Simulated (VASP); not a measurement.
# NaH (Immm) in VASP: a series of runs, part 2 of 2

VASP 6.6.1. The steps go on from the part before.

## 3. Single point, r2SCAN (engineering shear strain xy -0.2250, normal strain along z -0.0525)

File POSCAR:

```
NaH
1.0
   -0.2696660593      2.3970316378      2.2711874768
    2.3970316378     -0.2696660593      2.2711874768
    2.1273655785      2.1273655785      0.0000000000
Na H
1 1
Direct
    0.0000000000      0.0000000000      0.0000000000
    0.5000000000      0.5000000000      0.5000000000
```

File INCAR.step1:

```
SYSTEM = NaH
PREC = Accurate
ENCUT = 520
ISMEAR = -1
SIGMA = 0.2
LREAL = .False.
LASPH = .True.
NELM = 80
NBANDS = 11
GGA = PE
ALGO = Normal
EDIFF = 1E-4
LWAVE = .True.
LCHARG = .False.
```

File INCAR.step2:

```
SYSTEM = NaH
PREC = Accurate
ENCUT = 520
EDIFF = 1E-7
ISMEAR = -1
SIGMA = 0.2
LREAL = .False.
LASPH = .True.
NELM = 80
ALGO = Normal
ISIF = 2
LWAVE = .False.
LCHARG = .False.
METAGGA = R2SCAN
LMIXTAU = .True.
NBANDS = 11
ISTART = 1
```

File KPOINTS:

```
Automatic mesh
0
Gamma
  8 8 8
  0 0 0
```

Potentials or basis: VASP PAW PBE potentials, release 64 (Na_pv, H).

Started as:

```bash
$ cat potpaw_PBE.64/Na_pv/POTCAR potpaw_PBE.64/H/POTCAR > POTCAR
$ cp INCAR.step1 INCAR
$ mpirun -np 1 vasp_std > vasp.out
$ cp INCAR.step2 INCAR
$ mpirun -np 1 vasp_std > vasp.out
```

OUTCAR:

```text
SYSTEM = NaH
   PREC = Accurate
   ENCUT = 520
   EDIFF = 1E-7
   ISMEAR = -1
   LREAL = .False.
   LASPH = .True.
   NELM = 80
   ISIF = 2
   METAGGA = R2SCAN
   ISTART = 1

 ion  position               nearest neighbor table
   1  0.000  0.000  0.000-
   2  0.500  0.500  0.500-

  LATTYP: Found a body centered orthorhombic cell.
 ALAT       =     3.0085492532
 B/A-ratio  =     1.2535211268
 C/A-ratio  =     1.5098223666

  Lattice vectors:

 A1 = (   0.2696660593,  -2.3970316378,  -2.2711874768)
 A2 = (  -0.2696660593,   2.3970316378,  -2.2711874768)
 A3 = (   2.3970316378,  -0.2696660593,   2.2711874768)

Analysis of symmetry for initial positions (statically):
=====================================================================
 Subroutine PRICEL returns:
 Original cell was already a primitive cell.

 Routine SETGRP: Setting up the symmetry group for a
 body centered orthorhombic supercell.

 Subroutine GETGRP returns: Found  8 space group operations
 (whereof  8 operations were pure point group operations)
 out of a pool of  8 trial point group operations.

The static configuration has the point symmetry D_2h.

Analysis of symmetry for dynamics (positions and initial velocities):
=====================================================================
 Subroutine PRICEL returns:
 Original cell was already a primitive cell.

 Routine SETGRP: Setting up the symmetry group for a
 body centered orthorhombic supercell.

 Subroutine GETGRP returns: Found  8 space group operations
 (whereof  8 operations were pure point group operations)
 out of a pool of  8 trial point group operations.

The dynamic configuration has the point symmetry D_2h.

 Subroutine INISYM returns: Found  8 space group operations
 (whereof  8 operations are pure point group operations),
 and found     1 'primitive' translations

----------------------------------------------------------------------------------------

[... 119 lines left out ...]
   AEXX    =    0.0000 exact exchange contribution
   IVDW    =     0    specifies the selected vdW correction
   LEPSILON=     F    determine dielectric tensor
   LRPA    =     F    only Hartree local field effects (RPA)
 non-spin polarized calculation
  energy-cutoff  :      520.00
  volume of cell :       25.77
 maximum number of plane-waves:       706
 NGX is ok and might be reduce to    28
   NGX = 13   NGY = 13   NGZ = 11

 number of electron       7.9999995 magnetization

 Free energy of the ion-electron system (eV)
  ---------------------------------------------------
  ext. energy  EPLUGINS =         0.00000000
  ---------------------------------------------------
  free energy    TOTEN  =        -7.49140465 eV

  energy without entropy =       -7.49138137  energy(sigma->0) =       -7.49139301

 E-fermi :   1.1737     XC(G=0):  -8.4892

 val. band max:       -0.8998147770   @ k =  -0.3750  -0.3750   0.2500
 cond. band min:       2.7714144497   @ k =   0.5000   0.0000   0.0000
 fundamental gap:      3.6712292266
 Fermi energy:         1.1736578027

 k-point     1 :       0.0000    0.0000    0.0000
  band No.  band energies     occupation
      1     -24.0316      2.00000
      2     -24.0026      2.00000
      3     -24.0002      2.00000
      4      -4.9396      2.00000
      5      10.4904      0.00000
      6      13.3989      0.00000
      7      14.6157      0.00000
      8      15.0425      0.00000
      9      17.1467      0.00000
     10      18.9050      0.00000
     11      19.9290      0.00000
[... 309 lines left out ...]
 k-point    24 :       0.2500    0.0000    0.1250
  band No.  band energies     occupation
      1     -24.0615      2.00000
      2     -24.0302      2.00000
      3     -24.0055      2.00000
      4      -4.0387      2.00000
      5       7.3320      0.00000
      6      10.6939      0.00000
      7      14.0249      0.00000
      8      16.7518      0.00000
      9      17.2222      0.00000
     10      18.8178      0.00000
     11      21.0287      0.00000

 [... further k-points ...]

------------------------ aborting loop because EDIFF is reached ----------------------------------------

  FORCE on cell =-STRESS in cart. coord.  units (eV):
  Direction    XX          YY          ZZ          XY          YZ          ZX
  --------------------------------------------------------------------------------------
  -------------------------------------------------------------------------------------
  Total        0.1925655      0.1925655      0.3276455      0.8844029      0.0000000      0.0000000
  in kB       11.9726455     11.9726455     20.3711645     54.9872307      0.0000000      0.0000000
  external PRESSURE =      14.7721518 kB  Pullay stress =       0.0000000 kB

 VOLUME and BASIS-vectors are now :
 -----------------------------------------------------------------------------
  energy-cutoff  :      520.00
  volume of cell :       25.77
      direct lattice vectors                 reciprocal lattice vectors
    -0.269666059  2.397031638  2.271187477    -0.187497818  0.187497818  0.220149153
     2.397031638 -0.269666059  2.271187477     0.187497818 -0.187497818  0.220149153
     2.127365579  2.127365579  0.000000000     0.235032476  0.235032476 -0.220149153

 POSITION                                       TOTAL-FORCE (eV/Angst)
 -----------------------------------------------------------------------------------
      0.00000      0.00000      0.00000         0.000000     -0.000000     -0.000000
      2.12737      2.12737      2.27119         0.000000      0.000000      0.000000
 -----------------------------------------------------------------------------------
    total drift:                                0.000000      0.000000     -0.000000

  FREE ENERGIE OF THE ION-ELECTRON SYSTEM (eV)
  ---------------------------------------------------
  free  energy   TOTEN  =        -7.4914046516 eV

  energy  without entropy=       -7.4913813694  energy(sigma->0) =       -7.49139301
```

Wall time 53 s (1 thread of Intel Xeon 6975P-C (Granite Rapids), shared host); peak memory 0.15 GiB.

Results:

```
Free energy            : -7.4914 eV
Pressure               : 1.5 GPa
Band gap on the k mesh : 3.67 eV (least direct gap 5.22 eV)
```

Stress tensor (GPa, compression positive):
```
1.20 5.50 0.00
5.50 1.20 0.00
0.00 0.00 2.04
```

Levels at points of the mesh, in eV from the valence-band top:
| k point | band 1 | band 2 | band 3 | band 4 | band 5 | band 6 | band 7 | band 8 |
| --- | --- | --- | --- | --- | --- | --- | --- | --- |
| (0.00, 0.00, 0.00) | -23.13 | -23.10 | -23.10 | -4.04 | 11.39 | 14.30 | 15.52 | 15.94 |
| (0.50, 0.00, 0.00) | -23.21 | -23.14 | -23.10 | -1.55 | 3.67 | 13.01 | 14.70 | 16.56 |
| (0.50, 0.50, 0.00) | -23.20 | -23.16 | -23.16 | -0.37 | 5.57 | 8.65 | 9.73 | 14.63 |
| (0.00, 0.00, 0.50) | -23.30 | -23.13 | -23.12 | -0.49 | 4.99 | 11.08 | 12.08 | 14.55 |
| (0.50, 0.00, 0.50) | -23.29 | -23.13 | -23.12 | -0.30 | 5.08 | 11.10 | 12.13 | 12.14 |

Caveat: the cell differs from its parent crystal (engineering shear strain xy -0.2250, normal strain along z -0.0525); the PAW data sets were made with another functional, which shifts forces and pressure a little. A k mesh can miss the band edges.

## 4. Single point, r2SCAN (engineering shear strain xy -0.3000, normal strain along z -0.0350)

File POSCAR:

```
NaH
1.0
   -0.3595547457      2.3970316378      2.3131355305
    2.3970316378     -0.3595547457      2.3131355305
    2.0374768921      2.0374768921      0.0000000000
Na H
1 1
Direct
    0.0000000000      0.0000000000      0.0000000000
    0.5000000000      0.5000000000      0.5000000000
```

File INCAR.step1:

```
SYSTEM = NaH
ALGO = Normal
EDIFF = 1E-4
ENCUT = 520
GGA = PE
ISMEAR = -1
LASPH = .TRUE.
LCHARG = .FALSE.
LREAL = .FALSE.
LWAVE = .TRUE.
NBANDS = 11
NELM = 100
PREC = Accurate
SIGMA = 0.2
```

File INCAR.step2:

```
SYSTEM = NaH
ALGO = Normal
EDIFF = 1E-6
ENCUT = 520
ISIF = 2
ISMEAR = -1
ISTART = 1
LASPH = .TRUE.
LCHARG = .TRUE.
LELF = .TRUE.
LMIXTAU = .TRUE.
LREAL = .FALSE.
LVHAR = .TRUE.
LWAVE = .FALSE.
METAGGA = R2SCAN
NBANDS = 11
NELM = 100
PREC = Accurate
SIGMA = 0.2
```

File KPOINTS:

```
k-points
0
G
  8 8 8
  0 0 0
```

Started as:

```bash
$ cat potpaw_PBE.64/Na_pv/POTCAR potpaw_PBE.64/H/POTCAR > POTCAR
$ cp INCAR.step1 INCAR
$ mpirun -np 1 vasp_std > vasp.out
$ cp INCAR.step2 INCAR
$ mpirun -np 1 vasp_std > vasp.out
```

Wall time 45 s (1 thread of Intel Xeon 6975P-C (Granite Rapids), shared host); peak memory 0.16 GiB.

The run converged. Its results:

```yaml
Free_energy: -7.4113 eV
Pressure: 1.2 GPa
Band_gap_on_the_k_mesh: 3.25 eV (least direct gap 5.11 eV)
```

Stress tensor (GPa, compression positive):
```
 1.80  7.69  0.00
 7.69  1.80  0.00
 0.00  0.00 -0.13
```

Levels at points of the mesh, in eV from the valence-band top:
| k point | band 2 | band 3 | band 4 | band 5 | band 6 | band 7 |
| --- | --- | --- | --- | --- | --- | --- |
| (0.00, 0.00, 0.00) | -23.42 | -23.41 | -4.19 | 10.77 | 13.32 | 14.48 |
| (0.50, 0.00, 0.00) | -23.45 | -23.41 | -1.86 | 3.25 | 12.79 | 14.19 |
| (0.50, 0.50, 0.00) | -23.47 | -23.46 | -0.67 | 5.12 | 7.81 | 9.19 |
| (0.00, 0.00, 0.50) | -23.44 | -23.41 | -0.40 | 5.06 | 10.67 | 11.56 |
| (0.50, 0.00, 0.50) | -23.44 | -23.42 | -0.27 | 5.10 | 10.86 | 11.89 |

Caveat: the cell differs from its parent crystal (engineering shear strain xy -0.3000, normal strain along z -0.0350); the PAW data sets were made with another functional, which shifts forces and pressure a little. A k mesh can miss the band edges.

## 5. Single point, r2SCAN (engineering shear strain xy -0.1500, normal strain along z -0.0525)

File POSCAR:

```
NaH
1.0
   -0.1797773728      2.3970316378      2.2711874768
    2.3970316378     -0.1797773728      2.2711874768
    2.2172542650      2.2172542650      0.0000000000
Na H
1 1
Direct
    0.0000000000      0.0000000000      0.0000000000
    0.5000000000      0.5000000000      0.5000000000
```

File INCAR.step1:

```
SYSTEM = NaH
PREC = Accurate ; ENCUT = 520
ISMEAR = -1 ; SIGMA = 0.2
LREAL = .False. ; LASPH = .True.
NELM = 80 ; NBANDS = 11
GGA = PE ; ALGO = Normal
EDIFF = 1E-4 ; LWAVE = .True.
LCHARG = .False.
```

File INCAR.step2:

```
SYSTEM = NaH
PREC = Accurate ; ENCUT = 520
EDIFF = 1E-6 ; ISMEAR = -1
SIGMA = 0.2 ; LREAL = .False.
LASPH = .True. ; NELM = 80
ALGO = Normal ; ISIF = 2
LWAVE = .False. ; LCHARG = .False.
METAGGA = R2SCAN ; LMIXTAU = .True.
NBANDS = 11 ; ISTART = 1
```

File KPOINTS:

```
regular mesh
0
Gamma
  8 8 8
  0 0 0
```

Started as:

```bash
$ cat potpaw_PBE.64/Na_pv/POTCAR potpaw_PBE.64/H/POTCAR > POTCAR
$ cp INCAR.step1 INCAR
$ mpirun -np 1 vasp_std > vasp.out
$ cp INCAR.step2 INCAR
$ mpirun -np 1 vasp_std > vasp.out
```

Run time: 42 s. Hardware: 1 thread of Intel Xeon 6975P-C (Granite Rapids), shared host; peak memory 0.15 GiB.

Results (log left out):

```yaml
Free_energy: -7.5480 eV
Pressure: 1.4 GPa
Band_gap_on_the_k_mesh: 3.95 eV (least direct gap 5.28 eV)
```

Stress tensor (GPa, compression positive):
```
0.79 3.50 0.00
3.50 0.79 0.00
0.00 0.00 2.71
```

Levels at points of the mesh, in eV from the valence-band top:
```tsv
k point	band 2	band 3	band 4	band 5	band 6	band 7
(0.00, 0.00, 0.00)	-22.95	-22.95	-3.94	11.72	15.10	16.29
(0.50, 0.00, 0.00)	-22.99	-22.95	-1.33	3.95	12.79	14.76
(0.50, 0.50, 0.00)	-23.01	-23.01	-0.22	5.68	9.50	10.12
(0.00, 0.00, 0.50)	-22.97	-22.97	-0.64	4.82	11.41	12.61
(0.50, 0.00, 0.50)	-22.98	-22.98	-0.34	5.06	11.12	12.11
```

Caveat: the cell differs from its parent crystal (engineering shear strain xy -0.1500, normal strain along z -0.0525); the PAW data sets were made with another functional, which shifts forces and pressure a little. A k mesh can miss the band edges.

## 6. Single point, r2SCAN (engineering shear strain xy -0.0750, normal strain along z -0.0525)

File POSCAR:

```
NaH
1.0
   -0.0898886864      2.3970316378      2.2711874768
    2.3970316378     -0.0898886864      2.2711874768
    2.3071429514      2.3071429514      0.0000000000
Na H
1 1
Direct
    0.0000000000      0.0000000000      0.0000000000
    0.5000000000      0.5000000000      0.5000000000
```

File INCAR.step1:

```
SYSTEM = NaH
PREC     = Accurate       ! precision mode
ENCUT    = 520            ! plane-wave cutoff, eV
ISMEAR   = -1             ! smearing method
SIGMA    = 0.2            ! smearing width, eV
LREAL    = .FALSE.        ! projectors in reciprocal space
LASPH    = .TRUE.         ! aspherical terms in the spheres
NELM     = 80             ! most SCF steps
NBANDS   = 11             ! bands
GGA      = PE             ! functional
ALGO     = Normal         ! electronic algorithm
EDIFF    = 1E-4           ! SCF threshold, eV
LWAVE    = .TRUE.         ! write WAVECAR
LCHARG   = .FALSE.        ! write CHGCAR
```

File INCAR.step2:

```
SYSTEM = NaH
PREC     = Accurate       ! precision mode
ENCUT    = 520            ! plane-wave cutoff, eV
EDIFF    = 1E-7           ! SCF threshold, eV
ISMEAR   = -1             ! smearing method
SIGMA    = 0.2            ! smearing width, eV
LREAL    = .FALSE.        ! projectors in reciprocal space
LASPH    = .TRUE.         ! aspherical terms in the spheres
NELM     = 80             ! most SCF steps
ALGO     = Normal         ! electronic algorithm
ISIF     = 2              ! what is computed and relaxed
LWAVE    = .FALSE.        ! write WAVECAR
LCHARG   = .TRUE.         ! write CHGCAR
METAGGA  = R2SCAN         ! meta-GGA
LMIXTAU  = .TRUE.       
LELF     = .TRUE.         ! ELF
LVHAR    = .TRUE.       
NBANDS   = 11             ! bands
ISTART   = 1
```

File KPOINTS:

```
regular mesh
0
G
  8 8 8
  0 0 0
```

Potentials or basis: VASP PAW PBE potentials, release 64 (Na_pv, H).

Started as:

```bash
$ cat potpaw_PBE.64/Na_pv/POTCAR potpaw_PBE.64/H/POTCAR > POTCAR
$ cp INCAR.step1 INCAR
$ mpirun -np 1 vasp_std > vasp.out
$ cp INCAR.step2 INCAR
$ mpirun -np 1 vasp_std > vasp.out
```

Run time: 53 s. Hardware: 1 thread of Intel Xeon 6975P-C (Granite Rapids), shared host; peak memory 0.15 GiB.

Results (log left out):

```
Free energy            : -7.5797 eV
Pressure               : 1.4 GPa
Band gap on the k mesh : 4.25 eV (least direct gap 5.33 eV)
```

Stress tensor (GPa, compression positive):
```
0.53 1.69 0.00
1.69 0.53 0.00
0.00 0.00 3.07
```

Levels at points of the mesh, in eV from the valence-band top:
```tsv
k point	band 2	band 3	band 4	band 5	band 6	band 7
(0.00, 0.00, 0.00)	-22.82	-22.81	-3.83	11.99	15.97	17.14
(0.50, 0.00, 0.00)	-22.85	-22.82	-1.08	4.25	12.53	14.72
(0.50, 0.50, 0.00)	-22.88	-22.87	-0.09	5.80	10.44	10.47
(0.00, 0.00, 0.50)	-22.84	-22.83	-0.74	4.68	11.81	13.26
(0.50, 0.00, 0.50)	-22.86	-22.85	-0.31	5.10	11.18	12.13
```

Caveat: the cell differs from its parent crystal (engineering shear strain xy -0.0750, normal strain along z -0.0525); the PAW data sets were made with another functional, which shifts forces and pressure a little.

## 7. Overview

```csv
cell,gap on the mesh (eV),pressure (GPa)
"a = 3.275, b = 3.275, c = 3.263 Å, angles 60.1, 60.1, 65.0°, 2 atoms",4.28,2.1
"a = 3.313, b = 3.313, c = 3.009 Å, angles 63.0, 63.0, 69.4°, 2 atoms",3.67,1.5
"a = 3.350, b = 3.350, c = 2.881 Å, angles 64.5, 64.5, 71.2°, 2 atoms",3.25,1.2
"a = 3.307, b = 3.307, c = 3.136 Å, angles 61.7, 61.7, 66.9°, 2 atoms",3.95,1.4
"a = 3.303, b = 3.303, c = 3.263 Å, angles 60.4, 60.4, 64.3°, 2 atoms",4.25,1.4
```

Alike in all rows: task single point; level r2SCAN; potentials or basis VASP PAW PBE potentials, release 64 (Na_pv, H); no spin polarisation; k mesh 8 × 8 × 8; cutoff (eV) 520; smearing fermi-dirac 0.2 eV.

Caveats: the PAW data sets were made with another functional, which shifts forces and pressure a little.

Total energies depend on the potentials used, so only differences within one code and one set of settings carry meaning.
